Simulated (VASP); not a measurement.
# TeO (F-43m) in VASP: a series of runs

The runs below take TeO through single point, relaxation of cell and atoms, with PBE.

Everything below comes from runs of VASP 6.6.1. Logs are shortened: lines on timing, memory, paths and dates and some standing lists are left out, and cuts for length are marked.

## (1) The cell of the first run

The structure is cubic, space group F-43m (No. 216). The conventional cell has a = 5.653 Å, b = 5.653 Å, c = 5.653 Å, α = 90.00°, β = 90.00°, γ = 90.00°. Te (site symmetry -43m) has 4 O at 2.45 Å within 3.2 Å. Within 3.2 Å of O (site symmetry -43m) lie 4 Te at 2.45 Å.

## (2) Single point, PBE

File INCAR:

```
SYSTEM = TeO
  PREC = Accurate
  ENCUT = 600
  EDIFF = 1E-6
  ISMEAR = 0
  SIGMA = 0.1
  LREAL = .False.
  LASPH = .True.
  NELM = 120
  ALGO = Normal
  ISIF = 2
  LWAVE = .False.
  LCHARG = .False.
  GGA = PE
  NBANDS = 13
  GGA_COMPAT = .False.
```

File KPOINTS:

```
Automatic mesh
0
Gamma
  6 6 6
  0 0 0
```

File POSCAR:

```
TeO
1.0
    0.0000000000      2.8267286147      2.8267286147
    2.8267286147      0.0000000000      2.8267286147
    2.8267286147      2.8267286147      0.0000000000
Te O
1 1
Direct
    0.0000000000      0.0000000000      0.0000000000
    0.7500000000      0.7500000000      0.7500000000
```

Potentials or basis: VASP PAW PBE potentials, release 64 (Te, O).

Command:

```sh
$ cat potpaw_PBE.64/Te/POTCAR potpaw_PBE.64/O/POTCAR > POTCAR
$ mpirun -np 1 vasp_std > vasp.out
```

OUTCAR:

```text
SYSTEM = TeO
   PREC = Accurate
   ENCUT = 600
   EDIFF = 1E-6
   ISMEAR = 0
   LREAL = .False.
   LASPH = .True.
   NELM = 120
   ISIF = 2
   GGA = PE

 ion  position               nearest neighbor table
   1  0.000  0.000  0.000-   2 2.45   2 2.45   2 2.45   2 2.45
   2  0.750  0.750  0.750-   1 2.45   1 2.45   1 2.45   1 2.45

  LATTYP: Found a face centered cubic cell.
 ALAT       =     5.6534572294

  Lattice vectors:

 A1 = (   0.0000000000,   2.8267286147,   2.8267286147)
 A2 = (   2.8267286147,   0.0000000000,   2.8267286147)
 A3 = (   2.8267286147,   2.8267286147,   0.0000000000)

Analysis of symmetry for initial positions (statically):
=====================================================================
 Subroutine PRICEL returns:
 Original cell was already a primitive cell.

 Routine SETGRP: Setting up the symmetry group for a
 face centered cubic supercell.

 Subroutine GETGRP returns: Found 24 space group operations
 (whereof 24 operations were pure point group operations)
 out of a pool of 48 trial point group operations.

The static configuration has the point symmetry T_d .

Analysis of symmetry for dynamics (positions and initial velocities):
=====================================================================
 Subroutine PRICEL returns:
 Original cell was already a primitive cell.

 Routine SETGRP: Setting up the symmetry group for a
 face centered cubic supercell.

 Subroutine GETGRP returns: Found 24 space group operations
 (whereof 24 operations were pure point group operations)
 out of a pool of 48 trial point group operations.

The dynamic configuration has the point symmetry T_d .

 Subroutine INISYM returns: Found 24 space group operations
 (whereof 24 operations are pure point group operations),
 and found     1 'primitive' translations

----------------------------------------------------------------------------------------

                                     Primitive cell

  volume of cell :      45.1734

  direct lattice vectors                    reciprocal lattice vectors
     0.000000000  2.826728615  2.826728615    -0.176882916  0.176882916  0.176882916
     2.826728615  0.000000000  2.826728615     0.176882916 -0.176882916  0.176882916
     2.826728615  2.826728615  0.000000000     0.176882916  0.176882916 -0.176882916

  length of vectors
     3.997597944  3.997597944  3.997597944     0.306370197  0.306370197  0.306370197

  position of ions in fractional coordinates (direct lattice)
     0.000000000  0.000000000  0.000000000
     0.750000000  0.750000000  0.750000000

  ion indices of the primitive-cell ions
   primitive index   ion index
                 1           1
                 2           2

----------------------------------------------------------------------------------------

 KPOINTS: Automatic mesh

Automatic generation of k-mesh.
 Grid dimensions read from file:
 generate k-points for:    6    6    6

 Generating k-lattice:

  Cartesian coordinates                     Fractional coordinates (reciprocal lattice)
    -0.029480486  0.029480486  0.029480486     0.166666667  0.000000000  0.000000000
     0.029480486 -0.029480486  0.029480486     0.000000000  0.166666667  0.000000000
     0.029480486  0.029480486 -0.029480486     0.000000000  0.000000000  0.166666667

  Length of vectors
     0.051061700  0.051061700  0.051061700

  Shift w.r.t. Gamma in fractional coordinates (k-lattice)
     0.000000000  0.000000000  0.000000000

 Subroutine IBZKPT returns following result:
 ===========================================

 Found     16 irreducible k-points:

 Following reciprocal coordinates:
            Coordinates               Weight
  0.000000  0.000000  0.000000      1.000000
  0.166667  0.000000  0.000000      8.000000
  0.333333  0.000000  0.000000      8.000000
  0.500000  0.000000  0.000000      4.000000
  0.166667  0.166667  0.000000      6.000000
  0.333333  0.166667  0.000000     24.000000
[... 8 lines left out ...]
 -0.333333  0.333333  0.166667     24.000000
 -0.333333  0.500000  0.166667     12.000000
   k-points           NKPTS =     16   k-points in BZ     NKDIM =     16   number of bands    NBANDS=     13
   number of dos      NEDOS =    301   number of ions     NIONS =      2
   total plane-waves  NPLWV =  32768
   dimension x,y,z NGX =    32 NGY =   32 NGZ =   32
   dimension x,y,z NGXF=    64 NGYF=   64 NGZF=   64
   ions per type =               1   1
   NGX,Y,Z   is equivalent  to a cutoff of  13.31, 13.31, 13.31 a.u.
   NGXF,Y,Z  is equivalent  to a cutoff of  26.62, 26.62, 26.62 a.u.
 SYSTEM =  TeO
   PREC   = accura    normal or accurate (medium, high low for compatibility)
   ISTART =      0    job   : 0-new  1-cont  2-samecut
   ICHARG =      2    charge: 1-file 2-atom 10-const
   ISPIN  =      1    spin polarized calculation?
   LNONCOLLINEAR =      F non collinear calculations
   LSORBIT =      F    spin-orbit coupling
   LASPH  =      T    aspherical Exc in radial PAW
   ENCUT  =  600.0 eV  44.10 Ry    6.64 a.u.   7.98  7.98  7.98*2*pi/ulx,y,z
   NELM   =    120;   NELMIN=  2; NELMDL= -5     # of ELM steps
   EDIFF  = 0.1E-05   stopping-criterion for ELM
   LREAL  =      F    real-space projection
   EDIFFG = 0.1E-04   stopping-criterion for IOM
   NSW    =      0    number of steps for IOM
   IBRION =     -1    ionic relax: 0-MD 1-quasi-New 2-CG
   NFREE  =      0    steps in history (QN), initial steepest desc. (CG)
   ISIF   =      2    stress and relaxation
   ISYM   =      2    0-nonsym 1-usesym 2-fastsym
   POTIM  = 0.5000    time-step for ionic-motion
   TEBEG  =    0.0;   TEEND  =   0.0 temperature during run
   PSTRESS=    0.0 pullay stress
   NELECT =      12.0000    total number of electrons
   NUPDOWN=      -1.0000    fix difference up-down
   EMIN   =  10.00;   EMAX   =-10.00  energy-range for DOS
   EFERMI =   0.00;   METHOD = LEGACY
   ISMEAR =     0;   SIGMA  =   0.10  broadening in eV -4-tet -1-fermi 0-gaus
   EFERMI_NEDOS =   21; number of points for ismear=-14 and -15
   IALGO  =     38    algorithm
   IMIX   =      4    mixing-type and parameters
     AMIX     =   0.40;   BMIX     =  1.00
     AMIX_MAG =   1.60;   BMIX_MAG =  1.00
  volume/ion in A,a.u.               =      22.59       152.42
  Fermi-wavevector in a.u.,A,eV,Ry     =   1.052385  1.988718 15.068633  1.107513
  Thomas-Fermi vector in A             =   2.187465
   LORBIT       =      0    0 simple, 1 ext, 2 COOP (PROOUT), +10 PAW based schemes
   GGA     = PE    functional components
   LHFCALC =     F    Hartree Fock is set to
   AEXX    =    0.0000 exact exchange contribution
   IVDW    =     0    specifies the selected vdW correction
   LEPSILON=     F    determine dielectric tensor
   LRPA    =     F    only Hartree local field effects (RPA)
 non-spin polarized calculation
 Gauss-broadening in eV      SIGMA  =   0.10
  energy-cutoff  :      600.00
  volume of cell :       45.17
 maximum number of plane-waves:      1527
   NGX = 15   NGY = 15   NGZ = 15

 number of electron      12.0000003 magnetization

 Free energy of the ion-electron system (eV)
  ---------------------------------------------------
  ext. energy  EPLUGINS =         0.00000000
  ---------------------------------------------------
  free energy    TOTEN  =        -7.53763986 eV

  energy without entropy =       -7.52952384  energy(sigma->0) =       -7.53358185

 E-fermi :   5.0305     XC(G=0):  -9.1895

 val. band max:        4.9180840262   @ k =   0.3333   0.0000   0.0000
 cond. band min:       5.0725708001   @ k =  -0.3333   0.3333   0.1667
 fundamental gap:      0.1544867739
 Fermi energy:         5.0305004009

 k-point     1 :       0.0000    0.0000    0.0000
  band No.  band energies     occupation
      1     -13.9055      2.00000
      2      -5.5093      2.00000
      3       0.9988      2.00000
      4       0.9988      2.00000
      5       0.9988      2.00000
      6       5.2980      0.00015
      7       5.2980      0.00015
      8       5.2980      0.00015
      9      10.5929      0.00000
     10      14.9544      0.00000
     11      14.9544      0.00000
     12      14.9544      0.00000
     13      15.3408      0.00000

 k-point     2 :       0.1667    0.0000    0.0000
  band No.  band energies     occupation
      1     -13.8021      2.00000
      2      -5.7290      2.00000
      3       0.8442      2.00000
      4       0.8442      2.00000
      5       0.9057      2.00000
      6       4.9094      1.91334
      7       5.4888      0.00000
      8       5.4888      0.00000
      9      11.6404      0.00000
     10      13.9961      0.00000
     11      13.9961      0.00000
     12      14.3423      0.00000
     13      16.6704      0.00000

 k-point     3 :       0.3333    0.0000    0.0000
  band No.  band energies     occupation
      1     -13.5796      2.00000
      2      -6.1722      2.00000
      3       0.5125      2.00000
      4       0.5762      2.00000
      5       0.5762      2.00000
      6       4.9181      1.88812
      7       5.7803      0.00000
      8       5.7803      0.00000
      9      11.9807      0.00000
     10      13.7296      0.00000
     11      13.7296      0.00000
     12      14.7534      0.00000
     13      17.6909      0.00000

 k-point     4 :       0.5000    0.0000    0.0000
  band No.  band energies     occupation
      1     -13.4592      2.00000
      2      -6.3991      2.00000
      3       0.2658      2.00000
      4       0.4577      2.00000
      5       0.4577      2.00000
      6       5.1403      0.12061
      7       5.8844      0.00000
      8       5.8844      0.00000
      9      11.8277      0.00000
     10      13.8559      0.00000
     11      13.8559      0.00000
     12      14.5803      0.00000
     13      18.0528      0.00000

 k-point     5 :       0.1667    0.1667    0.0000
  band No.  band energies     occupation
      1     -13.7676      2.00000
      2      -5.7922      2.00000
      3       0.5901      2.00000
      4       0.5901      2.00000
      5       1.3898      2.00000
      6       4.3345      2.00000
      7       5.7405      0.00000
      8       5.7405      0.00000
      9      11.8874      0.00000
     10      12.3923      0.00000
     11      15.7568      0.00000
     12      15.7812      0.00000
     13      15.7812      0.00000
[... 129 lines left out ...]
 k-point    14 :       0.5000    0.3333    0.1667
  band No.  band energies     occupation
      1     -13.4279      2.00000
      2      -6.3797      2.00000
      3      -0.5829      2.00000
      4       0.0428      2.00000
      5       2.1315      2.00000
      6       4.0203      2.00000
      7       5.6998      0.00000
      8       6.4240      0.00000
      9      11.1696      0.00000
     10      13.3880      0.00000
     11      14.6266      0.00000
     12      16.8536      0.00000
     13      17.7233      0.00000

 k-point    15 :      -0.3333    0.3333    0.1667
  band No.  band energies     occupation
      1     -13.3463      2.00000
      2      -6.4946      2.00000
      3      -0.8672      2.00000
      4      -0.1479      2.00000
      5       2.3742      2.00000
      6       4.5442      2.00000
      7       5.0726      0.55187
      8       6.6017      0.00000
      9      11.1411      0.00000
     10      13.5758      0.00000
     11      14.3863      0.00000
     12      17.3470      0.00000
     13      17.5259      0.00000

 k-point    16 :      -0.3333    0.5000    0.1667
  band No.  band energies     occupation
      1     -13.3076      2.00000
      2      -6.5454      2.00000
      3      -0.6232      2.00000
      4      -0.5579      2.00000
      5       2.7916      2.00000
      6       3.4899      2.00000
      7       5.6759      0.00000
      8       6.8630      0.00000
      9      10.4302      0.00000
     10      13.3616      0.00000
     11      15.4166      0.00000
     12      17.1005      0.00000
     13      19.9853      0.00000

------------------------ aborting loop because EDIFF is reached ----------------------------------------

  FORCE on cell =-STRESS in cart. coord.  units (eV):
  Direction    XX          YY          ZZ          XY          YZ          ZX
  --------------------------------------------------------------------------------------
  -------------------------------------------------------------------------------------
  Total       -1.1563442     -1.1563442     -1.1563442      0.0000000      0.0000000     -0.0000000
  in kB      -41.0124182    -41.0124182    -41.0124182      0.0000000      0.0000000     -0.0000000
  external PRESSURE =     -41.0124182 kB  Pullay stress =       0.0000000 kB

 VOLUME and BASIS-vectors are now :
 -----------------------------------------------------------------------------
  energy-cutoff  :      600.00
  volume of cell :       45.17
      direct lattice vectors                 reciprocal lattice vectors
     0.000000000  2.826728615  2.826728615    -0.176882916  0.176882916  0.176882916
     2.826728615  0.000000000  2.826728615     0.176882916 -0.176882916  0.176882916
     2.826728615  2.826728615  0.000000000     0.176882916  0.176882916 -0.176882916

 POSITION                                       TOTAL-FORCE (eV/Angst)
 -----------------------------------------------------------------------------------
      0.00000      0.00000      0.00000         0.000000      0.000000      0.000000
      4.24009      4.24009      4.24009        -0.000000     -0.000000     -0.000000
 -----------------------------------------------------------------------------------
    total drift:                                0.000000      0.000000      0.000000

  FREE ENERGIE OF THE ION-ELECTRON SYSTEM (eV)
  ---------------------------------------------------
  free  energy   TOTEN  =        -7.5376398576 eV

  energy  without entropy=       -7.5295238384  energy(sigma->0) =       -7.53358185
```

Run time: 26 s. Hardware: 1 thread of Intel Xeon 8259CL, shared host; peak memory 0.18 GiB.

Results:

| Quantity | Value |
| --- | --- |
| Free energy | -7.5376 eV |
| Pressure | -4.1 GPa |
| Band gap on the k mesh | zero (bands 6 and 7 overlap by 0.23 eV) |

Levels at points of the mesh, in eV from the Fermi level:
```csv
k point,band 4,band 5,band 6,band 7,band 8,band 9
"(0.00, 0.00, 0.00)",-4.03,-4.03,0.27,0.27,0.27,5.56
"(0.50, 0.00, 0.00)",-4.57,-4.57,0.11,0.85,0.85,6.80
"(0.50, 0.50, 0.00)",-5.37,-2.59,-2.49,1.82,1.82,4.84
```

Caveat: the cell stands under tension; spin-orbit coupling is left out, which moves the levels of the heavy elements.

(Part 1 of 2 ends here.)

The gap in the log of VASP goes by the Fermi energy; the results here count the filled bands.